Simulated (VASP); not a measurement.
Write the native input for VASP 6.6.1 that does the following.

* Task: relaxation of cell and atoms
* Functional: LDA
* Potentials or basis: VASP PAW LDA potentials, release 64 (Hf_pv, N)
* Cutoff: 600 eV
* k mesh: 9 × 9 × 9
* Occupations: fermi-dirac, width 0.05 eV
* Spin: no spin polarisation
* Hubbard terms: Hf d U = 8.0 eV
* Dipole correction: no
* Further INCAR settings: ALGO = Normal; EDIFF = 1e-06; IBRION = 2; EDIFFG = -0.01; NSW = 60; ISIF = 3

The structure of HfN lies in POSCAR:

```
HfN
1.0
    0.0000000000      2.4548220000      2.4548220000
    2.4548220000      0.0000000000      2.4548220000
    2.4548220000      2.4548220000      0.0000000000
Hf N
1 1
Direct
    0.0000000000      0.0000000000      0.0000000000
    0.2500000000      0.2500000000      0.2500000000
```

The input as run:

INCAR

```
ALGO     = Normal         # electronic algorithm
EDIFF    = 1E-6           # SCF threshold, eV
EDIFFG   = -0.01          # ionic threshold
ENCUT    = 600            # plane-wave cutoff, eV
IBRION   = 2              # ionic algorithm
ISIF     = 3              # what is computed and relaxed
ISMEAR   = -1             # smearing method
LASPH    = T              # aspherical terms in the spheres
LCHARG   = F              # write CHGCAR
LDAU     = T              # DFT+U
LDAUJ    = 0 0          
LDAUL    = 2 -1           # shell
LDAUPRINT= 1            
LDAUTYPE = 2            
LDAUU    = 8 0            # U, eV
LMAXMIX  = 4              # l up to which the mixer works
LREAL    = F              # projectors in reciprocal space
LWAVE    = F              # write WAVECAR
NELM     = 150            # most SCF steps
NSW      = 60             # ionic steps
PREC     = Accurate       # precision mode
SIGMA    = 0.05           # smearing width, eV
```

KPOINTS

```
k-points
0
Gamma
  9 9 9
```

Potentials or basis: VASP PAW LDA potentials, release 64 (Hf_pv, N).

Run with:

```sh
$ cat potpaw_LDA.64/Hf_pv/POTCAR potpaw_LDA.64/N/POTCAR > POTCAR
$ mpirun -np 1 vasp_std > vasp.out
```

Results of the run:

```yaml
Relaxed_volume: 15.84 Å³/atom
Relaxed_cell: a = 3.552 Å, b = 3.552 Å, c = 3.552 Å, α = 60.00°, β = 60.00°, γ = 60.00°
Space_group_after_relaxing_to_0.05_Å: F-43m (No. 216)
Energy_gained_by_relaxing: 43.2 meV/atom
Ionic_steps: 4
Pressure_after_relaxing: 0.0 GPa
```

Caveat: U without spin polarisation on a metal has little footing.

It used 28 s of CPU time on 1 thread of AMD EPYC 7R13 Processor (Zen 3) (shared host).
